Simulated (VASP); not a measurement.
# Zr (P6_3/mmc) in VASP: a series of runs

Zr is run at these levels: BLYP+D4, PBEsol, B3LYP, r2SCAN50, HF; tasks: relaxation of cell and atoms, single point.

All numbers are computed with VASP 6.6.1; they aren't measurements. Logs are shortened: lines on timing, memory, paths and dates and some standing lists are left out, and cuts for length are marked.

### 1 The cell of the first run

The structure is hexagonal, space group P6_3/mmc (No. 194). The conventional cell has a = 3.232 Å, b = 3.232 Å, c = 5.147 Å, α = 90.00°, β = 90.00°, γ = 120.00°. Within 4.2 Å of Zr (site symmetry -6m2) lie 12 Zr at 3.18 to 3.23 Å.

### 2 Relaxation of cell and atoms, BLYP+D4

File INCAR:

```
SYSTEM = Zr
  PREC = Accurate
  ENCUT = 600
  EDIFF = 1E-6
  ISMEAR = -1
  SIGMA = 0.05
  LREAL = .FALSE.
  LASPH = .TRUE.
  NELM = 60
  ALGO = Normal
  ISIF = 3
  LWAVE = .FALSE.
  LCHARG = .FALSE.
  GGA = B5
  ALDAX = 1.0
  AGGAX = 1.0
  AGGAC = 1.0
  ALDAC = 0.0
  IVDW = 13
  VDW_S6 = 1.0
  VDW_S8 = 2.34076671
  VDW_A1 = 0.44488865
  VDW_A2 = 4.0933009
  IBRION = 2
  NSW = 80
  EDIFFG = -0.02
```

File KPOINTS:

```
Automatic mesh
0
G
  9 9 5
  0 0 0
```

File POSCAR:

```
Zr
1.0
    3.2320000000      0.0000000000      0.0000000000
   -1.6160000000      2.7989941050      0.0000000000
    0.0000000000      0.0000000000      5.1470000000
Zr
2
Direct
    0.6666666667      0.3333333333      0.7500000000
    0.3333333333      0.6666666667      0.2500000000
```

Potentials or basis: VASP PAW PBE potentials, release 64 (Zr_sv).

Launch:

```bash
$ cat potpaw_PBE.64/Zr_sv/POTCAR > POTCAR
$ mpirun -np 1 vasp_std > vasp.out
```

OUTCAR:

```text
SYSTEM = Zr
   PREC = Accurate
   ENCUT = 600
   EDIFF = 1E-6
   ISMEAR = -1
   LREAL = .FALSE.
   LASPH = .TRUE.
   NELM = 60
   ISIF = 3
   GGA = B5
   IVDW = 13
   IBRION = 2
   NSW = 80
   EDIFFG = -0.02

 ion  position               nearest neighbor table
   1  0.667  0.333  0.750-   2 3.18   2 3.18   2 3.18   2 3.18   2 3.18   2 3.18
   2  0.333  0.667  0.250-   1 3.18   1 3.18   1 3.18   1 3.18   1 3.18   1 3.18

  LATTYP: Found a hexagonal cell.
 ALAT       =     3.2320000000
 C/A-ratio  =     1.5925123762

  Lattice vectors:

 A1 = (   3.2320000000,   0.0000000000,   0.0000000000)
 A2 = (  -1.6160000000,   2.7989941050,   0.0000000000)
 A3 = (   0.0000000000,   0.0000000000,   5.1470000000)

Analysis of symmetry for initial positions (statically):
=====================================================================
 Subroutine PRICEL returns:
 Original cell was already a primitive cell.

 Routine SETGRP: Setting up the symmetry group for a
 hexagonal supercell.

 Subroutine GETGRP returns: Found 24 space group operations
 (whereof 12 operations were pure point group operations)
 out of a pool of 24 trial point group operations.

The static configuration has the point symmetry D_3d.
 The point group associated with its full space group is D_6h.

Analysis of symmetry for dynamics (positions and initial velocities):
=====================================================================
 Subroutine PRICEL returns:
 Original cell was already a primitive cell.

 Routine SETGRP: Setting up the symmetry group for a
 hexagonal supercell.

 Subroutine GETGRP returns: Found 24 space group operations
 (whereof 12 operations were pure point group operations)
 out of a pool of 24 trial point group operations.

The dynamic configuration has the point symmetry D_3d.
 The point group associated with its full space group is D_6h.

 Subroutine INISYM returns: Found 24 space group operations
 (whereof 12 operations are pure point group operations),
 and found     1 'primitive' translations

----------------------------------------------------------------------------------------

                                     Primitive cell

  volume of cell :      46.5616

  direct lattice vectors                    reciprocal lattice vectors
     3.232000000  0.000000000  0.000000000     0.309405941  0.178635603  0.000000000
    -1.616000000  2.798994105  0.000000000     0.000000000  0.357271206  0.000000000
     0.000000000  0.000000000  5.147000000     0.000000000  0.000000000  0.194287935

  length of vectors
     3.232000000  3.232000000  5.147000000     0.357271206  0.357271206  0.194287935

[... 66 lines left out ...]
   dimension x,y,z NGXF=    56 NGYF=   56 NGZF=   84
   ions per type =               2
   NGX,Y,Z   is equivalent  to a cutoff of  14.40, 14.40, 13.57 a.u.
   NGXF,Y,Z  is equivalent  to a cutoff of  28.80, 28.80, 27.13 a.u.
 SYSTEM =  Zr
   PREC   = accura    normal or accurate (medium, high low for compatibility)
   ISTART =      0    job   : 0-new  1-cont  2-samecut
   ICHARG =      2    charge: 1-file 2-atom 10-const
   ISPIN  =      1    spin polarized calculation?
   LNONCOLLINEAR =      F non collinear calculations
   LSORBIT =      F    spin-orbit coupling
   LASPH  =      T    aspherical Exc in radial PAW
   ENCUT  =  600.0 eV  44.10 Ry    6.64 a.u.   6.46  6.46 10.28*2*pi/ulx,y,z
   NELM   =     60;   NELMIN=  2; NELMDL= -5     # of ELM steps
   EDIFF  = 0.1E-05   stopping-criterion for ELM
   LREAL  =      F    real-space projection
   EDIFFG = -.2E-01   stopping-criterion for IOM
   NSW    =     80    number of steps for IOM
   IBRION =      2    ionic relax: 0-MD 1-quasi-New 2-CG
   NFREE  =      1    steps in history (QN), initial steepest desc. (CG)
   ISIF   =      3    stress and relaxation
   ISYM   =      2    0-nonsym 1-usesym 2-fastsym
   POTIM  = 0.5000    time-step for ionic-motion
   TEBEG  =    0.0;   TEEND  =   0.0 temperature during run
   PSTRESS=    0.0 pullay stress
   NELECT =      24.0000    total number of electrons
   NUPDOWN=      -1.0000    fix difference up-down
   EMIN   =  10.00;   EMAX   =-10.00  energy-range for DOS
   EFERMI =   0.00;   METHOD = LEGACY
   ISMEAR =    -1;   SIGMA  =   0.05  broadening in eV -4-tet -1-fermi 0-gaus
   EFERMI_NEDOS =   21; number of points for ismear=-14 and -15
   IALGO  =     38    algorithm
   IMIX   =      4    mixing-type and parameters
     AMIX     =   0.40;   BMIX     =  1.00
     AMIX_MAG =   1.60;   BMIX_MAG =  1.00
  volume/ion in A,a.u.               =      23.28       157.11
  Fermi-wavevector in a.u.,A,eV,Ry     =   1.312611  2.480475 23.442130  1.722948
  Thomas-Fermi vector in A             =   2.442991
   LORBIT       =      0    0 simple, 1 ext, 2 COOP (PROOUT), +10 PAW based schemes
   GGA     = B5    functional components
   LHFCALC =     F    Hartree Fock is set to
   AEXX    =    0.0000 exact exchange contribution
   IVDW    =    13    specifies the selected vdW correction
   LEPSILON=     F    determine dielectric tensor
   LRPA    =     F    only Hartree local field effects (RPA)
 conjugate gradient relaxation of ions
 non-spin polarized calculation
  energy-cutoff  :      600.00
  volume of cell :       46.56
 maximum number of plane-waves:      1572
 NGX is ok and might be reduce to    28
   NGX = 13   NGY = 13   NGZ = 21

--------------------------------------- Ionic step        1  -------------------------------------------

 number of electron      24.0000000 magnetization

 Free energy of the ion-electron system (eV)
  ---------------------------------------------------
  ext. energy  EPLUGINS =         0.00000000
  ---------------------------------------------------
  free energy    TOTEN  =       -14.64678269 eV

  energy without entropy =      -14.62894252  energy(sigma->0) =      -14.63786261

------------------------ aborting loop because EDIFF is reached ----------------------------------------

  DFT-D4 for vdW energy calculation

  Edisp (eV):   -0.74466
[... 111 lines left out ...]
--------------------------------------- Ionic step        4  -------------------------------------------

 number of electron      24.0000000 magnetization

 Free energy of the ion-electron system (eV)
  ---------------------------------------------------
  ext. energy  EPLUGINS =         0.00000000
  ---------------------------------------------------
  free energy    TOTEN  =       -14.65851249 eV

  energy without entropy =      -14.64088709  energy(sigma->0) =      -14.64969979

 E-fermi :   9.3757     XC(G=0): -10.4586

 val. band max:        9.3708155489   @ k =   0.3333   0.3333   0.4000
 cond. band min:       9.3863721583   @ k =   0.1111   0.0000   0.2000
 fundamental gap:      0.0155566094
 Fermi energy:         9.3757142647

 k-point     1 :       0.0000    0.0000    0.0000
  band No.  band energies     occupation
      1     -39.4252      2.00000
      2     -39.2814      2.00000
      3     -18.0162      2.00000
      4     -17.1807      2.00000
      5     -17.1807      2.00000
      6     -17.0653      2.00000
[... 433 lines left out ...]
      3     -17.7006      2.00000
      4     -17.6911      2.00000
      5     -17.6911      2.00000
      6     -17.4599      2.00000
[... 8 lines left out ...]
     15      11.0596      0.00000
     16      12.9185      0.00000

 [... further k-points ...]

------------------------ aborting loop because EDIFF is reached ----------------------------------------

  DFT-D4 for vdW energy calculation

  Edisp (eV):   -0.73573
[... 25 lines left out ...]
  FREE ENERGIE OF THE ION-ELECTRON SYSTEM (eV)
  ---------------------------------------------------
  free  energy   TOTEN  =       -15.3942435572 eV

  energy  without entropy=      -15.3766181482  energy(sigma->0) =      -15.38543085

 reached required accuracy - stopping structural energy minimisation
```

Wall time 60 s (1 thread of Intel Xeon 6975P-C (Granite Rapids), shared host); peak memory 0.19 GiB.

Results:

| Item | Value |
| --- | --- |
| Free energy | -15.3942 eV |
| Relaxed volume | 23.56 Å³/atom |
| Relaxed cell | a = 3.236 Å, b = 3.236 Å, c = 5.196 Å, α = 90.00°, β = 90.00°, γ = 120.00° |
| Space group after relaxing (to 0.05 Å) | P6_3/mmc (No. 194) |
| Energy gained by relaxing | 1.4 meV/atom |
| Ionic steps | 4 |
| Pressure after relaxing | -0.1 GPa |
| Band gap on the k mesh | zero (band 12 reaches 10.18 eV, above the bottom of band 13 at 9.12 eV) |
| Dispersion energy per atom | -0.368 eV |

The path:
| step | energy change (eV) | largest force (eV/Å) | pressure (GPa) | volume (Å³) |
| --- | --- | --- | --- | --- |
| 1 | 0.0000 | 0.0000 | 1.09 | 46.56 |
| 2 | -0.0009 | 0.0000 | -1.06 | 47.64 |
| 3 | -0.0024 | 0.0000 | -0.14 | 47.16 |
| 4 | -0.0028 | 0.0000 | -0.06 | 47.11 |

Final structure:
```
Zr
1.0
     3.23561    0.00000    0.00000
    -1.61780    2.80212    0.00000
     0.00000    0.00000    5.19612
Zr
2
Direct
  0.66667 0.33333 0.75000
  0.33333 0.66667 0.25000
```

Caveat: the PAW data sets were made with another functional, which shifts forces and pressure a little; pairwise dispersion overbinds metals, which lowers pressure and volume. Zero-point motion and thermal expansion aren't in these numbers.

### 3 Single point, PBEsol, non-collinear spin, zero start, spin-orbit coupling

This run uses another cell than the first one, of 24.68 Å³/atom, 1.060 times its volume.

File INCAR:

```
SYSTEM = Zr
  ALGO = Normal
  EDIFF = 1E-6
  ENCUT = 500
  GGA = PS
  GGA_COMPAT = .FALSE.
  ISIF = 2
  ISMEAR = -1
  LASPH = .TRUE.
  LCHARG = .TRUE.
  LMAXMIX = 4
  LNONCOLLINEAR = .TRUE.
  LORBIT = 11
  LORBMOM = .TRUE.
  LREAL = .FALSE.
  LSORBIT = .TRUE.
  LVHAR = .TRUE.
  LWAVE = .FALSE.
  MAGMOM = 0 0 0 0 0 0
  NBANDS = 36
  NELM = 200
  PREC = Accurate
  SIGMA = 0.05
```

File KPOINTS:

```
k-points
0
G
  9 9 5
  0 0 0
```

File POSCAR:

```
Zr
1.0
    3.2953886421      0.0000000000      0.0000000000
   -1.6476943210      2.8538902793      0.0000000000
    0.0000000000      0.0000000000      5.2479471970
Zr
2
Direct
    0.6666666667      0.3333333333      0.7500000000
    0.3333333333      0.6666666667      0.2500000000
```

Potentials or basis: VASP PAW PBE potentials, release 64 (Zr_sv).

Launch:

```bash
$ cat potpaw_PBE.64/Zr_sv/POTCAR > POTCAR
$ mpirun -np 1 vasp_ncl > vasp.out
```

It took 47 s on 1 thread of Intel Xeon Platinum 8559C (Emerald Rapids), shared host; peak memory 0.29 GiB.

The run converged. Its results:

```
Free energy                                           : -18.2046 eV
Pressure                                              : -7.9 GPa
Net moment                                            : 0.00 μB per cell
Valence electrons inside the program's atomic spheres : Zr 9.75
```

Stress tensor (GPa, compression positive):
```
-8.05  0.00  0.00
 0.00 -8.05  0.00
 0.00  0.00 -7.68
```

Moments on the atoms (μB; x, y, z):
```
Zr  0.00 0.00 0.00
Zr  0.00 0.00 0.00
```

Caveat: the PAW data sets were made with another functional, which shifts forces and pressure a little.

### 4 Single point, B3LYP

This run uses another cell than the first one, of 23.95 Å³/atom, 1.029 times its volume.

File POSCAR:

```
Zr
1.0
    3.2996163286      0.0000000000      0.0000000000
   -1.6498081643      2.8575515633      0.0000000000
    0.0000000000      0.0000000000      5.0811514218
Zr
2
Direct
    0.6666666667      0.3333333333      0.7500000000
    0.3333333333      0.6666666667      0.2500000000
```

File INCAR.step1:

```
SYSTEM = Zr
  PREC = Accurate
  ENCUT = 520
  EDIFF = 1E-5
  ISMEAR = -1
  SIGMA = 0.05
  LREAL = .False.
  LASPH = .True.
  NELM = 60
  ALGO = Normal
  ISIF = 2
  LWAVE = .True.
  LCHARG = .False.
  NBANDS = 19
  GGA = PE
```

File INCAR.step2:

```
SYSTEM = Zr
  PREC = Accurate
  ENCUT = 520
  EDIFF = 1E-6
  ISMEAR = -1
  SIGMA = 0.05
  LREAL = .False.
  LASPH = .True.
  NELM = 60
  ALGO = Normal
  ISIF = 2
  LWAVE = .False.
  LCHARG = .False.
  GGA = B3
  LHFCALC = .True.
  AEXX = 0.2
  AGGAX = 0.72
  AGGAC = 0.81
  ALDAC = 0.19
  PRECFOCK = Normal
  NBANDS = 19
  ISTART = 1
```

File KPOINTS:

```
Automatic mesh
0
Gamma
  5 5 3
  0 0 0
```

Potentials or basis: VASP PAW PBE potentials, release 64 (Zr_sv).

Launch:

```bash
$ cat potpaw_PBE.64/Zr_sv/POTCAR > POTCAR
$ cp INCAR.step1 INCAR
$ mpirun -np 1 vasp_std > vasp.out
$ cp INCAR.step2 INCAR
$ mpirun -np 1 vasp_std > vasp.out
```

OUTCAR:

```text
SYSTEM = Zr
   PREC = Accurate
   ENCUT = 520
   EDIFF = 1E-6
   ISMEAR = -1
   LREAL = .False.
   LASPH = .True.
   NELM = 60
   ISIF = 2
   GGA = B3
   LHFCALC = .True.
   AEXX = 0.2
   PRECFOCK = Normal
   ISTART = 1

 ion  position               nearest neighbor table
   1  0.667  0.333  0.750-   2 3.18   2 3.18   2 3.18   2 3.18   2 3.18   2 3.18
   2  0.333  0.667  0.250-   1 3.18   1 3.18   1 3.18   1 3.18   1 3.18   1 3.18

  LATTYP: Found a hexagonal cell.
 ALAT       =     3.2996163286
 C/A-ratio  =     1.5399218927
[... 404 lines left out ...]

  FORCE on cell =-STRESS in cart. coord.  units (eV):
  Direction    XX          YY          ZZ          XY          YZ          ZX
  --------------------------------------------------------------------------------------
  -------------------------------------------------------------------------------------
  Total        0.0019713      0.0019713      0.0093654      0.0000000     -0.0000000      0.0000000
  in kB        0.0659239      0.0659239      0.3131972      0.0000000     -0.0000000      0.0000000
  external PRESSURE =       0.1483483 kB  Pullay stress =       0.0000000 kB

 VOLUME and BASIS-vectors are now :
 -----------------------------------------------------------------------------
  energy-cutoff  :      520.00
  volume of cell :       47.91
      direct lattice vectors                 reciprocal lattice vectors
     3.299616329  0.000000000  0.000000000     0.303065539  0.174974970  0.000000000
    -1.649808164  2.857551563  0.000000000     0.000000000  0.349949941  0.000000000
     0.000000000  0.000000000  5.081151422     0.000000000  0.000000000  0.196805786

 POSITION                                       TOTAL-FORCE (eV/Angst)
 -----------------------------------------------------------------------------------
      1.64981      0.95252      3.81086         0.000000     -0.000000      0.000000
     -0.00000      1.90503      1.27029         0.000000      0.000000     -0.000000
 -----------------------------------------------------------------------------------
    total drift:                               -0.000000      0.000000      0.000000

  FREE ENERGIE OF THE ION-ELECTRON SYSTEM (eV)
  ---------------------------------------------------
  free  energy   TOTEN  =       -18.6043254370 eV

  energy  without entropy=      -18.5931986238  energy(sigma->0) =      -18.59876203
```

OUTCAR.step1:

```text
SYSTEM = Zr
   PREC = Accurate
   ENCUT = 520
   EDIFF = 1E-5
   ISMEAR = -1
   LREAL = .False.
[... 428 lines left out ...]
      1.64981      0.95252      3.81086         0.000000     -0.000000      0.000000
     -0.00000      1.90503      1.27029        -0.000000      0.000000      0.000000
 -----------------------------------------------------------------------------------
    total drift:                               -0.000000      0.000000     -0.000000

  FREE ENERGIE OF THE ION-ELECTRON SYSTEM (eV)
  ---------------------------------------------------
  free  energy   TOTEN  =       -17.0472396636 eV

  energy  without entropy=      -17.0299654809  energy(sigma->0) =      -17.03860257
```

OSZICAR.step1:

```text
N       E                     dE             d eps       ncg     rms          rms(c)
DAV:   1     0.205695553185E+03    0.20570E+03   -0.13374E+04   380   0.126E+03
DAV:   2    -0.267030223272E+01   -0.20837E+03   -0.20499E+03   462   0.357E+02
DAV:   3    -0.173452149399E+02   -0.14675E+02   -0.14509E+02   665   0.691E+01
DAV:   4    -0.177908424596E+02   -0.44563E+00   -0.44512E+00   449   0.118E+01
DAV:   5    -0.178026271293E+02   -0.11785E-01   -0.11783E-01   553   0.147E+00    0.136E+01
DAV:   6    -0.171678054174E+02    0.63482E+00   -0.99661E-01   404   0.741E+00    0.524E+00
DAV:   7    -0.170414346202E+02    0.12637E+00   -0.62406E-01   533   0.513E+00    0.115E+00
DAV:   8    -0.170471128553E+02   -0.56782E-02   -0.40984E-02   477   0.146E+00    0.252E-01
DAV:   9    -0.170472801065E+02   -0.16725E-03   -0.17543E-03   507   0.362E-01    0.310E-02
DAV:  10    -0.170472390488E+02    0.41058E-04   -0.43811E-05   460   0.369E-02    0.231E-02
DAV:  11    -0.170472396636E+02   -0.61486E-06   -0.96188E-06   238   0.349E-02
   1 F= -.17047240E+02 E0= -.17038603E+02  d E =-.172742E-01
```

It took 20 min on 1 thread of Intel Xeon Platinum 8259CL at 2.50GHz (Skylake/Cascade Lake), shared host; peak memory 0.18 GiB.

What came out:

* Free energy: -18.6043 eV
* Pressure: 0.0 GPa
* Band gap on the k mesh: zero (band 12 reaches 10.26 eV, above the bottom of band 13 at 8.94 eV)

Levels at points of the mesh, in eV from the Fermi level:
```
           k point  band 9  band 10  band 11  band 12  band 13  band 14  band 15  band 16
(0.00, 0.00, 0.00)   -6.59    -3.58     1.31     1.31     1.64     1.97     2.24     2.24
```

Caveat: the k points lie up to 0.44 Å⁻¹ apart; the PAW data sets were made with another functional, which shifts forces and pressure a little.

(Part 1 of 2 ends here.)
